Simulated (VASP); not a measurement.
Write the native input for VASP 6.6.1 that does the following.

| Quantity | Value |
| --- | --- |
| Task | single point |
| Functional | PBE |
| Potentials or basis | VASP PAW PBE potentials, release 64 (W_sv) |
| Cutoff | 520 eV |
| k mesh | 22 × 22 × 22 |
| Occupations | methfessel-paxton, width 0.2 eV |
| Spin | no spin polarisation |
| Dipole correction | no |
| Further INCAR settings | ALGO = Normal; EDIFF = 1e-06; NBANDS = 13 |

The structure of W lies in POSCAR:

```
W
1.0
    0.0000000000      2.0300000000      2.0300000000
    2.0300000000      0.0000000000      2.0300000000
    2.0300000000      2.0300000000      0.0000000000
W
1
Direct
    0.0000000000      0.0000000000      0.0000000000
```

These files were run (other wordings do the same):

INCAR

```
  PREC = Accurate
  ENCUT = 520
  EDIFF = 1E-6
  ISMEAR = 1
  SIGMA = 0.2
  LREAL = False
  LASPH = True
  NELM = 100
  ALGO = Normal
  ISIF = 2
  LWAVE = False
  LCHARG = False
  GGA = PE
  NBANDS = 13
```

KPOINTS

```
regular mesh
0
Gamma
  22 22 22
```

Potentials or basis: VASP PAW PBE potentials, release 64 (W_sv).

Run with:

```sh
$ cat potpaw_PBE.64/W_sv/POTCAR > POTCAR
$ mpirun -np 1 vasp_std > vasp.out
```

Results of the run:

```
Pressure               : -4.4 GPa
Band gap on the k mesh : zero (band 7 reaches 13.17 eV, above the bottom of band 8 at 9.69 eV)
```

Caveat: spin-orbit coupling is left out, which moves the levels of the heavy elements.

It took 56 s on 1 thread of Intel Xeon 6975P-C, on a shared host, peak memory 0.19 GiB.
